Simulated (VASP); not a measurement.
## As: single point with PBEsol

The system is As.

```
As
1.0
     1.89067    1.09158    3.36746
    -1.89067    1.09158    3.36746
     0.00000   -2.18316    3.36746
As
2
Cartesian
  0.0000 0.0000 7.7768
  0.0000 0.0000 2.3255
```

| Quantity | Value |
| --- | --- |
| Program | VASP 6.6.1 |
| Task | single point |
| Functional | PBEsol |
| Potentials or basis | VASP PAW PBE potentials, release 64 (As) |
| Cutoff | 520 eV |
| k mesh | 15 × 15 × 15 |
| Occupations | gaussian, width 0.1 eV |
| Spin | no spin polarisation |
| Dipole correction | no |
| Further INCAR settings | ALGO = Normal; EDIFF = 1e-07; NBANDS = 12 |

```yaml
Pressure: 0.4 GPa
Largest_force: 0.056 eV/Å
Band_gap_on_the_k_mesh: zero (bands 5 and 6 overlap by 0.14 eV)
```

Forces in eV/Å, atoms in the order of the input:
```
As   0.000  0.000 -0.056
As   0.000  0.000  0.056
```

Stress tensor (GPa, compression positive):
```
0.45 0.00 0.00
0.00 0.45 0.00
0.00 0.00 0.30
```

Levels at points of the mesh, in eV from the Fermi level:
```
           k point  band 2  band 3  band 4  band 5  band 6  band 7  band 8  band 9
(0.00, 0.00, 0.00)   -5.55   -2.39   -2.08   -2.08    2.08    3.12    3.12    6.45
```

Wall time 3.7 min on 1 thread of Intel Xeon 8259CL, on a shared host, peak memory 0.28 GiB.

Caveat: the PAW data sets were made with another functional, which shifts forces and pressure a little.
